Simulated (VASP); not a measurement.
# ZnO (P6_3mc) in VASP: further runs

ZnO is run at these levels: PBE; tasks: single point.

Everything below comes from runs of VASP 6.6.1. Logs are shortened: lines on timing, memory, paths and dates and some standing lists are left out, and cuts for length are marked.

**1. The cell of the first run**

Symmetry: P6_3mc, No. 186, hexagonal system. The conventional cell has a = 3.235 Å, b = 3.235 Å, c = 5.263 Å, α = 90.00°, β = 90.00°, γ = 120.00°. Within 2.6 Å of Zn (site symmetry 3m) lie 4 O at 1.98 Å. O (site symmetry 3m) has 4 Zn at 1.98 Å within 2.6 Å.

**2. Single point, PBE (uniaxial z strain +1.0%)**

The input, INCAR:

```
ALGO = Normal
EDIFF = 1E-6
ENCUT = 520
GGA = PE
ISIF = 2
ISMEAR = -1
LASPH = True
LCHARG = False
LREAL = False
LWAVE = False
NBANDS = 26
NELM = 100
PREC = Accurate
SIGMA = 0.02
```

The input, KPOINTS:

```
k-points
0
Gamma
  12 12 6
```

The input, POSCAR:

```
ZnO
1.0
    3.2353408669      0.0000000000      0.0000000000
   -1.6176704335      2.8018873806      0.0000000000
    0.0000000000      0.0000000000      5.2630613499
Zn O
2 2
Direct
    0.3333333333      0.6666666667     -0.0010332031
    0.6666666667      0.3333333333      0.4989667969
    0.3333333333      0.6666666667      0.3760332031
    0.6666666667      0.3333333333      0.8760332031
```

Potentials or basis: VASP PAW PBE potentials, release 64 (Zn, O).

Started as:

```console
> cat potpaw_PBE.64/Zn/POTCAR potpaw_PBE.64/O/POTCAR > POTCAR
> mpirun -np 1 vasp_std > vasp.out
```

OUTCAR:

```text
EDIFF = 1E-6
   ENCUT = 520
   GGA = PE
   ISIF = 2
   ISMEAR = -1
   LASPH = True
   LREAL = False
   NELM = 100
   PREC = Accurate

 ion  position               nearest neighbor table
   1  0.333  0.667  0.999-   4 1.98   4 1.98   4 1.98   3 1.98
   2  0.667  0.333  0.499-   3 1.98   3 1.98   3 1.98   4 1.98
   3  0.333  0.667  0.376-   2 1.98   2 1.98   2 1.98   1 1.98
   4  0.667  0.333  0.876-   1 1.98   1 1.98   1 1.98   2 1.98

  LATTYP: Found a hexagonal cell.
 ALAT       =     3.2353408669
 C/A-ratio  =     1.6267409112

  Lattice vectors:

 A1 = (   3.2353408669,   0.0000000000,   0.0000000000)
 A2 = (  -1.6176704335,   2.8018873806,   0.0000000000)
 A3 = (   0.0000000000,   0.0000000000,   5.2630613499)

Analysis of symmetry for initial positions (statically):
=====================================================================
 Subroutine PRICEL returns:
 Original cell was already a primitive cell.

 Routine SETGRP: Setting up the symmetry group for a
 hexagonal supercell.

 Subroutine GETGRP returns: Found 12 space group operations
 (whereof  6 operations were pure point group operations)
 out of a pool of 24 trial point group operations.

The static configuration has the point symmetry C_3v.
 The point group associated with its full space group is C_6v.

Analysis of symmetry for dynamics (positions and initial velocities):
=====================================================================
 Subroutine PRICEL returns:
 Original cell was already a primitive cell.

 Routine SETGRP: Setting up the symmetry group for a
 hexagonal supercell.

 Subroutine GETGRP returns: Found 12 space group operations
 (whereof  6 operations were pure point group operations)
 out of a pool of 24 trial point group operations.

The dynamic configuration has the point symmetry C_3v.
 The point group associated with its full space group is C_6v.

 Subroutine INISYM returns: Found 12 space group operations
 (whereof  6 operations are pure point group operations),
 and found     1 'primitive' translations

----------------------------------------------------------------------------------------

                                     Primitive cell

  volume of cell :      47.7100

  direct lattice vectors                    reciprocal lattice vectors
     3.235340867  0.000000000  0.000000000     0.309086443  0.178451141  0.000000000
    -1.617670434  2.801887381  0.000000000     0.000000000  0.356902282  0.000000000
     0.000000000  0.000000000  5.263061350     0.000000000  0.000000000  0.190003485

  length of vectors
     3.235340867  3.235340867  5.263061350     0.356902282  0.356902282  0.190003485

  position of ions in fractional coordinates (direct lattice)
     0.333333333  0.666666667  0.998966797
     0.666666667  0.333333333  0.498966797
     0.333333333  0.666666667  0.376033203
     0.666666667  0.333333333  0.876033203

  ion indices of the primitive-cell ions
   primitive index   ion index
                 1           1
                 2           2
                 3           3
                 4           4

----------------------------------------------------------------------------------------

 KPOINTS: k-points

Automatic generation of k-mesh.
 Grid dimensions read from file:
 generate k-points for:   12   12    6

 Generating k-lattice:

  Cartesian coordinates                     Fractional coordinates (reciprocal lattice)
     0.025757204  0.014870928  0.000000000     0.083333333  0.000000000  0.000000000
     0.000000000  0.029741857  0.000000000     0.000000000  0.083333333  0.000000000
     0.000000000  0.000000000  0.031667248     0.000000000  0.000000000  0.166666667

  Length of vectors
     0.029741857  0.029741857  0.031667248

  Shift w.r.t. Gamma in fractional coordinates (k-lattice)
     0.000000000  0.000000000  0.000000000

 Subroutine IBZKPT returns following result:
 ===========================================

 Found     76 irreducible k-points:

 Following reciprocal coordinates:
            Coordinates               Weight
  0.000000  0.000000  0.000000      1.000000
  0.083333 -0.000000  0.000000      6.000000
  0.166667 -0.000000  0.000000      6.000000
  0.250000  0.000000  0.000000      6.000000
  0.333333 -0.000000  0.000000      6.000000
  0.416667 -0.000000  0.000000      6.000000
[... 16 lines left out ...]
  0.250000  0.000000  0.166667     12.000000
  0.333333 -0.000000  0.166667     12.000000
 [... further k-points ...]
   k-points           NKPTS =     76   k-points in BZ     NKDIM =     76   number of bands    NBANDS=     26
   number of dos      NEDOS =    301   number of ions     NIONS =      4
   total plane-waves  NPLWV =  23040
   dimension x,y,z NGX =    24 NGY =   24 NGZ =   40
   dimension x,y,z NGXF=    48 NGYF=   48 NGZF=   80
   ions per type =               2   2
   NGX,Y,Z   is equivalent  to a cutoff of  12.33, 12.33, 12.63 a.u.
   NGXF,Y,Z  is equivalent  to a cutoff of  24.66, 24.66, 25.27 a.u.
[... 30 lines left out ...]
     AMIX_MAG =   1.60;   BMIX_MAG =  1.00
  volume/ion in A,a.u.               =      11.93        80.49
  Fermi-wavevector in a.u.,A,eV,Ry     =   1.490411  2.816468 30.222947  2.221324
  Thomas-Fermi vector in A             =   2.603196
   LORBIT       =      0    0 simple, 1 ext, 2 COOP (PROOUT), +10 PAW based schemes
   GGA     = PE    functional components
   LHFCALC =     F    Hartree Fock is set to
   AEXX    =    0.0000 exact exchange contribution
   IVDW    =     0    specifies the selected vdW correction
   LEPSILON=     F    determine dielectric tensor
   LRPA    =     F    only Hartree local field effects (RPA)
 non-spin polarized calculation
  energy-cutoff  :      520.00
  volume of cell :       47.71
 maximum number of plane-waves:      1320
   NGX = 13   NGY = 13   NGZ = 19

 number of electron      36.0000028 magnetization

 Free energy of the ion-electron system (eV)
  ---------------------------------------------------
  ext. energy  EPLUGINS =         0.00000000
  ---------------------------------------------------
  free energy    TOTEN  =       -17.82715536 eV

  energy without entropy =      -17.82715536  energy(sigma->0) =      -17.82715536

 E-fermi :   1.5687     XC(G=0): -10.9003

 val. band max:        1.1912161924   @ k =   0.0000   0.0000   0.0000
 cond. band min:       1.9567986776   @ k =   0.0000   0.0000   0.0000
 fundamental gap:      0.7655824851
 Fermi energy:         1.5686864785

 k-point     1 :       0.0000    0.0000    0.0000
  band No.  band energies     occupation
      1     -16.8907      2.00000
      2     -16.1848      2.00000
      3      -4.4973      2.00000
      4      -4.4973      2.00000
      5      -4.4814      2.00000
      6      -4.4759      2.00000
[... 18 lines left out ...]
     25      15.4045      0.00000
     26      15.4045      0.00000

 k-point     2 :       0.0833   -0.0000    0.0000
  band No.  band energies     occupation
      1     -16.8519      2.00000
      2     -16.1670      2.00000
      3      -4.5453      2.00000
      4      -4.4753      2.00000
      5      -4.4553      2.00000
      6      -4.4168      2.00000
[... 18 lines left out ...]
     25      15.1459      0.00000
     26      15.4902      0.00000

 k-point     3 :       0.1667   -0.0000    0.0000
  band No.  band energies     occupation
      1     -16.7434      2.00000
      2     -16.1198      2.00000
      3      -4.6519      2.00000
      4      -4.4179      2.00000
      5      -4.4122      2.00000
      6      -4.3296      2.00000
[... 18 lines left out ...]
     25      15.1841      0.00000
     26      15.5577      0.00000

 k-point     4 :       0.2500    0.0000    0.0000
  band No.  band energies     occupation
      1     -16.5860      2.00000
      2     -16.0594      2.00000
      3      -4.7600      2.00000
      4      -4.4216      2.00000
      5      -4.3481      2.00000
      6      -4.2385      2.00000
[... 18 lines left out ...]
     25      14.5826      0.00000
     26      15.3948      0.00000
[... 496 lines left out ...]
      1     -16.7031      2.00000
      2     -16.1628      2.00000
      3      -4.6862      2.00000
      4      -4.5128      2.00000
      5      -4.4074      2.00000
      6      -4.3765      2.00000
[... 18 lines left out ...]
     25      14.3964      0.00000
     26      15.3575      0.00000

 k-point    23 :       0.2500    0.0000    0.1667
  band No.  band energies     occupation
      1     -16.5511      2.00000
      2     -16.0950      2.00000
      3      -4.7910      2.00000
      4      -4.5229      2.00000
      5      -4.3331      2.00000
      6      -4.2617      2.00000
[... 18 lines left out ...]
     25      14.5862      0.00000
     26      15.2745      0.00000

 k-point    24 :       0.3333   -0.0000    0.1667
  band No.  band energies     occupation
      1     -16.3852      2.00000
      2     -16.0353      2.00000
      3      -4.8433      2.00000
      4      -4.5563      2.00000
      5      -4.2709      2.00000
      6      -4.1219      2.00000
[... 18 lines left out ...]
     25      14.6074      0.00000
     26      15.2385      0.00000

 [... further k-points ...]
[... 5 lines left out ...]
  --------------------------------------------------------------------------------------
  -------------------------------------------------------------------------------------
  Total        1.7689152      1.7689152      1.5066204     -0.0000000      0.0000000     -0.0000000
  in kB       59.4030087     59.4030087     50.5947302     -0.0000000      0.0000000     -0.0000000
  external PRESSURE =      56.4669159 kB  Pullay stress =       0.0000000 kB

 VOLUME and BASIS-vectors are now :
 -----------------------------------------------------------------------------
  energy-cutoff  :      520.00
  volume of cell :       47.71
      direct lattice vectors                 reciprocal lattice vectors
     3.235340867  0.000000000  0.000000000     0.309086443  0.178451141  0.000000000
    -1.617670434  2.801887381  0.000000000     0.000000000  0.356902282  0.000000000
     0.000000000  0.000000000  5.263061350     0.000000000  0.000000000  0.190003485

 POSITION                                       TOTAL-FORCE (eV/Angst)
 -----------------------------------------------------------------------------------
     -0.00000      1.86792      5.25762         0.000000     -0.000000      0.005111
      1.61767      0.93396      2.62609         0.000000      0.000000      0.005111
     -0.00000      1.86792      1.97909         0.000000      0.000000     -0.005111
      1.61767      0.93396      4.61062        -0.000000      0.000000     -0.005111
 -----------------------------------------------------------------------------------
    total drift:                                0.000000      0.000000     -0.001383

  FREE ENERGIE OF THE ION-ELECTRON SYSTEM (eV)
  ---------------------------------------------------
  free  energy   TOTEN  =       -17.8271553620 eV

  energy  without entropy=      -17.8271553620  energy(sigma->0) =      -17.82715536
```

It took 2.2 min on 1 thread of Intel Xeon 8259CL, shared host; peak memory 0.21 GiB.

What came out:

* Free energy: -17.8272 eV
* Pressure: 5.6 GPa
* Largest force: 0.005 eV/Å
* Band gap on the k mesh: 0.77 eV

Forces on the atoms (eV/Å):
```
Zn   0.000  0.000  0.005
Zn   0.000  0.000  0.005
O    0.000  0.000 -0.005
O    0.000  0.000 -0.005
```

Levels at points of the mesh, in eV from the valence-band top:
| k point | band 14 | band 15 | band 16 | band 17 | band 18 | band 19 | band 20 | band 21 | band 22 | band 23 |
| --- | --- | --- | --- | --- | --- | --- | --- | --- | --- | --- |
| (0.00, 0.00, 0.00) | -0.79 | -0.79 | -0.09 | 0.00 | 0.00 | 0.77 | 5.25 | 8.11 | 12.97 | 12.97 |
| (0.50, 0.00, 0.00) | -3.53 | -2.83 | -2.24 | -1.31 | -0.82 | 5.77 | 6.87 | 7.50 | 8.53 | 10.52 |
| (0.00, 0.00, 0.50) | -2.27 | -0.39 | -0.39 | -0.39 | -0.39 | 3.43 | 3.43 | 10.00 | 10.00 | 13.26 |
| (0.50, 0.00, 0.50) | -3.76 | -1.49 | -1.49 | -1.41 | -1.41 | 5.68 | 5.68 | 8.41 | 8.41 | 11.29 |

Caveat: the cell differs from its parent crystal (uniaxial z strain +1.0%); the cell stands under pressure; semilocal functionals underestimate gaps, and a narrow one can read as zero.

**3. Single point, PBE (uniaxial z strain +2.0%)**

The input, INCAR:

```
SYSTEM = ZnO
  ALGO = Normal
  EDIFF = 1E-7
  ENCUT = 520
  GGA = PE
  ISIF = 2
  ISMEAR = -1
  LASPH = .True.
  LCHARG = .True.
  LELF = .True.
  LREAL = .False.
  LVHAR = .True.
  LWAVE = .False.
  NBANDS = 26
  NELM = 100
  PREC = Accurate
  SIGMA = 0.02
```

The input, KPOINTS:

```
k-points
0
Gamma
  12 12 6
  0 0 0
```

The input, POSCAR:

```
ZnO
1.0
    3.2353408669      0.0000000000      0.0000000000
   -1.6176704335      2.8018873806      0.0000000000
    0.0000000000      0.0000000000      5.3151708682
Zn O
2 2
Direct
    0.3333333333      0.6666666667      0.0000493375
    0.6666666667      0.3333333333      0.5000493375
    0.3333333333      0.6666666667      0.3749506625
    0.6666666667      0.3333333333      0.8749506625
```

Potentials or basis: VASP PAW PBE potentials, release 64 (Zn, O).

Started as:

```console
> cat potpaw_PBE.64/Zn/POTCAR potpaw_PBE.64/O/POTCAR > POTCAR
> mpirun -np 1 vasp_std > vasp.out
```

Run time: 2.3 min. Hardware: 1 thread of Intel Xeon 8259CL, shared host; peak memory 0.21 GiB.

It converged, with:

```yaml
Free_energy: -17.8392 eV
Pressure: 4.1 GPa
Largest_force: 0.016 eV/Å
Band_gap_on_the_k_mesh: 0.74 eV
```

Forces on the atoms (eV/Å):
```
Zn   0.000  0.000  0.016
Zn   0.000  0.000  0.016
O    0.000  0.000 -0.016
O    0.000  0.000 -0.016
```

Stress tensor (GPa, compression positive):
```
4.79 0.00 0.00
0.00 4.79 0.00
0.00 0.00 2.69
```

Levels at points of the mesh, in eV from the valence-band top:
```csv
k point,band 14,band 15,band 16,band 17,band 18,band 19,band 20,band 21,band 22,band 23
"(0.00, 0.00, 0.00)",-0.77,-0.77,-0.10,0.00,0.00,0.74,5.25,8.00,13.00,13.00
"(0.50, 0.00, 0.00)",-3.48,-2.82,-2.18,-1.32,-0.80,5.73,6.86,7.41,8.51,10.42
"(0.00, 0.00, 0.50)",-2.30,-0.38,-0.38,-0.38,-0.38,3.39,3.39,9.91,9.91,13.30
"(0.50, 0.00, 0.50)",-3.75,-1.45,-1.45,-1.43,-1.43,5.64,5.64,8.36,8.36,11.26
```

Caveat: the cell differs from its parent crystal (uniaxial z strain +2.0%); the cell stands under pressure; semilocal functionals underestimate gaps, and a narrow one can read as zero.

**4. Single point, PBE (uniaxial z strain +3.0%)**

The input, INCAR:

```
PREC = Accurate
ENCUT = 520
EDIFF = 1E-6
ISMEAR = -1
SIGMA = 0.02
LREAL = F
LASPH = T
NELM = 80
ALGO = Normal
ISIF = 2
LWAVE = F
LCHARG = F
GGA = PE
NBANDS = 26
```

The input, KPOINTS:

```
Automatic mesh
0
Gamma
  12 12 6
```

The input, POSCAR:

```
ZnO
1.0
    3.2353408669      0.0000000000      0.0000000000
   -1.6176704335      2.8018873806      0.0000000000
    0.0000000000      0.0000000000      5.3672803865
Zn O
2 2
Direct
    0.3333333333      0.6666666667      0.0010810490
    0.6666666667      0.3333333333      0.5010810490
    0.3333333333      0.6666666667      0.3739189510
    0.6666666667      0.3333333333      0.8739189510
```

Started as:

```console
> cat potpaw_PBE.64/Zn/POTCAR potpaw_PBE.64/O/POTCAR > POTCAR
> mpirun -np 1 vasp_std > vasp.out
```

It took 1.9 min on 1 thread of Intel Xeon 8259CL, shared host; peak memory 0.21 GiB.

The run converged. Its results:

- Free energy: -17.8448 eV
- Pressure: 2.7 GPa
- Largest force: 0.022 eV/Å
- Band gap on the k mesh: 0.71 eV

Forces in eV/Å, atoms in the order of the input:
```
Zn   0.000  0.000  0.022
Zn   0.000  0.000  0.022
O    0.000  0.000 -0.022
O    0.000  0.000 -0.022
```

Stress tensor (GPa, compression positive):
```
3.79 0.00 0.00
0.00 3.79 0.00
0.00 0.00 0.46
```

Levels at points of the mesh, in eV from the valence-band top:
```csv
k point,band 15,band 16,band 17,band 18,band 19,band 20,band 21,band 22
"(0.00, 0.00, 0.00)",-0.75,-0.12,0.00,0.00,0.71,5.24,7.88,13.04
"(0.50, 0.00, 0.00)",-2.80,-2.13,-1.33,-0.77,5.69,6.84,7.31,8.48
"(0.00, 0.00, 0.50)",-0.37,-0.37,-0.37,-0.37,3.35,3.35,9.81,9.81
"(0.50, 0.00, 0.50)",-1.46,-1.46,-1.42,-1.42,5.59,5.59,8.30,8.30
```

Caveat: the cell differs from its parent crystal (uniaxial z strain +3.0%); semilocal functionals underestimate gaps, and a narrow one can read as zero.

**5. Single point, PBE (uniaxial z strain +4.0%)**

The input, INCAR:

```
PREC = Accurate
ENCUT = 520
EDIFF = 1E-7
ISMEAR = -1
SIGMA = 0.02
LREAL = False
LASPH = True
NELM = 80
ALGO = Normal
ISIF = 2
LWAVE = False
LCHARG = True
GGA = PE
LELF = True
LVHAR = True
NBANDS = 26
```

KPOINTS is that of step 4.

The input, POSCAR:

```
ZnO
1.0
    3.2353408669      0.0000000000      0.0000000000
   -1.6176704335      2.8018873806      0.0000000000
    0.0000000000      0.0000000000      5.4193899048
Zn O
2 2
Direct
    0.3333333333      0.6666666667      0.0019998593
    0.6666666667      0.3333333333      0.5019998593
    0.3333333333      0.6666666667      0.3730001407
    0.6666666667      0.3333333333      0.8730001407
```

Started as:

```console
> cat potpaw_PBE.64/Zn/POTCAR potpaw_PBE.64/O/POTCAR > POTCAR
> mpirun -np 1 vasp_std > vasp.out
```

Run time: 1.8 min. Hardware: 1 thread of Intel Xeon 8259CL, shared host; peak memory 0.22 GiB.

It converged, with:

```yaml
Free_energy: -17.8438 eV
Pressure: 1.3 GPa
Largest_force: 0.029 eV/Å
Band_gap_on_the_k_mesh: 0.67 eV
```

Forces in eV/Å, atoms in the order of the input:
```
Zn   0.000  0.000  0.029
Zn   0.000  0.000  0.029
O    0.000  0.000 -0.029
O    0.000  0.000 -0.029
```

Stress tensor (GPa, compression positive):
```
 2.84  0.00  0.00
 0.00  2.84  0.00
 0.00  0.00 -1.78
```

Levels at points of the mesh, in eV from the valence-band top:
```csv
k point,band 14,band 15,band 16,band 17,band 18,band 19,band 20,band 21,band 22,band 23
"(0.00, 0.00, 0.00)",-0.73,-0.73,-0.13,0.00,0.00,0.67,5.24,7.77,13.07,13.07
"(0.50, 0.00, 0.00)",-3.40,-2.78,-2.08,-1.34,-0.75,5.64,6.82,7.22,8.45,10.23
"(0.00, 0.00, 0.50)",-2.35,-0.36,-0.36,-0.36,-0.36,3.31,3.31,9.72,9.72,13.37
"(0.50, 0.00, 0.50)",-3.72,-1.47,-1.47,-1.38,-1.38,5.55,5.55,8.24,8.24,11.19
```

Caveat: the cell differs from its parent crystal (uniaxial z strain +4.0%); semilocal functionals underestimate gaps, and a narrow one can read as zero.

**6. The runs side by side**

| cell | gap on the mesh (eV) | pressure (GPa) | largest force (eV/Å) |
| --- | --- | --- | --- |
| a = 3.235, b = 3.235, c = 5.263 Å, angles 90.0, 90.0, 120.0°, 4 atoms, uniaxial z strain +1.0% | 0.77 | 5.6 | 0.01 |
| a = 3.235, b = 3.235, c = 5.315 Å, angles 90.0, 90.0, 120.0°, 4 atoms, uniaxial z strain +2.0% | 0.74 | 4.1 | 0.02 |
| a = 3.235, b = 3.235, c = 5.367 Å, angles 90.0, 90.0, 120.0°, 4 atoms, uniaxial z strain +3.0% | 0.71 | 2.7 | 0.02 |
| a = 3.235, b = 3.235, c = 5.419 Å, angles 90.0, 90.0, 120.0°, 4 atoms, uniaxial z strain +4.0% | 0.67 | 1.3 | 0.03 |

Alike in all rows: task single point; level PBE; potentials or basis VASP PAW PBE potentials, release 64 (Zn, O); no spin polarisation; k mesh 12 × 12 × 6; cutoff (eV) 520; smearing fermi-dirac 0.02 eV.

Caveats: semilocal functionals underestimate gaps, and a narrow one can read as zero; the cell stands under pressure (at least some runs).

Absolute energies hang on the potentials; compare differences alone.
